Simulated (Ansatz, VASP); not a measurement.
## Sb: VASP beside Ansatz

```
Sb
1.0
     7.91677    0.00000    0.00000
     0.00000    7.91677    0.00000
     0.00000    0.00000    3.13915
Sb
6
Cartesian
  1.0307 2.9277 0.0000
  2.9277 6.8861 0.0000
  6.8861 4.9890 0.0000
  4.9890 1.0307 0.0000
  0.0000 0.0000 0.0000
  3.9584 3.9584 0.0000
```

Alike in both runs: functional PBE; k mesh 6 × 6 × 12; occupations gaussian, width 0.1 eV; no spin polarisation.

Ansatz relaxed the structure, and its values are those at the end. VASP's run is a single point on that final structure, the one shown.

|  | VASP | Ansatz |
| --- | --- | --- |
| version | VASP 6.6.1 | Ansatz 0.2.0 |
| potentials or method | VASP PAW PBE potentials, release 64 (Sb), cutoff 520 eV | scalar-relativistic, plane waves, PAW |
| valence electrons in the cell | 30 | 90 |

Ansatz gave:

- gap on the k mesh at the Fermi level (eV): none
- pressure (GPa): 0.0
- rms of the force components (eV/Å): 0.001

**Question.** What did VASP give for the same quantities?

**Answer.** gap on the k mesh at the Fermi level (eV): none; pressure (GPa): 0.0; rms of the force components (eV/Å): 0.008.

A gap of «none» marks a metal or a gap that the smearing closes. With one functional, cell and mesh, what is left measures potentials, basis and numerics. VASP's potentials hold 30 valence electrons a cell and Ansatz's 90, so a difference there can come from the potentials and not from the codes.

Neither program's run includes spin-orbit coupling.
